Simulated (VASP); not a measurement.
**Ga: single point with HSE06**

The system is Ga.

```
Ga
1.0
    -1.67750    1.67750    1.67750
     1.67750   -1.67750    1.67750
     1.67750    1.67750   -1.67750
Ga
1
Cartesian
  0.0000 0.0000 0.0000
```

This isn't the form of Ga at room conditions, which is orthorhombic.

| Quantity | Value |
| --- | --- |
| Program | VASP 6.6.1 |
| Task | single point |
| Functional | HSE06 |
| Potentials or basis | VASP PAW PBE potentials, release 64 (Ga_d) |
| Cutoff | 520 eV |
| k mesh | 8 × 8 × 8 |
| Occupations | gaussian, width 0.05 eV |
| Spin | no spin polarisation |

| Item | Value |
| --- | --- |
| Pressure | 0.3 GPa |
| Band gap on the k mesh | zero (an odd number of electrons rules out a gap without spin polarisation) |

Levels at points of the mesh, in eV from the Fermi level:
| k point | band 2 | band 3 | band 4 | band 5 | band 6 | band 7 | band 8 | band 9 | band 10 | band 11 |
| --- | --- | --- | --- | --- | --- | --- | --- | --- | --- | --- |
| (0.00, 0.00, 0.00) | -18.06 | -18.06 | -17.88 | -17.88 | -12.70 | 13.55 | 13.55 | 13.55 | 17.86 | 17.86 |
| (0.50, 0.00, 0.00) | -18.11 | -17.89 | -17.88 | -17.76 | -5.25 | -4.48 | 7.61 | 9.67 | 11.89 | 12.36 |
| (0.50, 0.50, 0.50) | -18.15 | -17.79 | -17.79 | -17.79 | 1.61 | 1.61 | 1.61 | 1.69 | 5.85 | 5.85 |

It took 73 min on 1 thread of Intel(R) Xeon(R) Platinum 8375C CPU @ 2.90GHz (Ice Lake), on a shared host, peak memory 0.25 GiB.

Caveat: the PAW data sets were made with another functional, which shifts forces and pressure a little.
